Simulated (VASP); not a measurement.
Runs of VASP 6.6.1 on AlCo. The structure is that of space group P-6m2 (No. 187), or close to it. The cells are those of the table. The cell was built from a structure type or drawn by symmetry, and may not be a known phase.

| task | cell | k mesh | cutoff (eV) | gap on the mesh (eV) | pressure (GPa) | moment (μB) | relaxed volume (Å³/atom) |
| --- | --- | --- | --- | --- | --- | --- | --- |
| single point | a = 2.703, b = 2.703, c = 4.105 Å, angles 90.0, 90.0, 120.0°, 2 atoms | 6 × 6 × 4 | 520 | none | -7.9 | 0.88 | - |
| single point | a = 2.732, b = 2.732, c = 3.815 Å, angles 90.0, 90.0, 120.0°, 2 atoms | 6 × 6 × 4 | 520 | none | -0.1 | (b) | - |
| relaxation of cell and atoms | relaxed from a = 2.732, b = 2.732, c = 3.815 Å, angles 90.0, 90.0, 120.0°, 2 atoms | 24 × 24 × 14 | 600 | none | 0.0 | 0.65 | 12.29 |
| relaxation of cell and atoms | relaxed from a = 2.703, b = 2.703, c = 4.105 Å, angles 90.0, 90.0, 120.0°, 2 atoms | 6 × 6 × 4 | 600 | none | 0.0 | (a) | 12.31 |
| single point | a = 2.735, b = 2.735, c = 3.796 Å, angles 90.0, 90.0, 120.0°, 2 atoms | 24 × 24 × 14 | 520 | none | 0.0 | 0.65 | - |

Alike in all rows: level PBE; potentials or basis VASP PAW PBE potentials, release 64 (Al, Co); spin collinear, ferromagnetic start; smearing gaussian 0.1 eV.

Problem. Fill in the values left out.

Solution. (a) 0.44; (b) 0.75.

Caveats: some runs use coarse meshes.

A gap of «none» marks levels without a gap at the run's occupations.
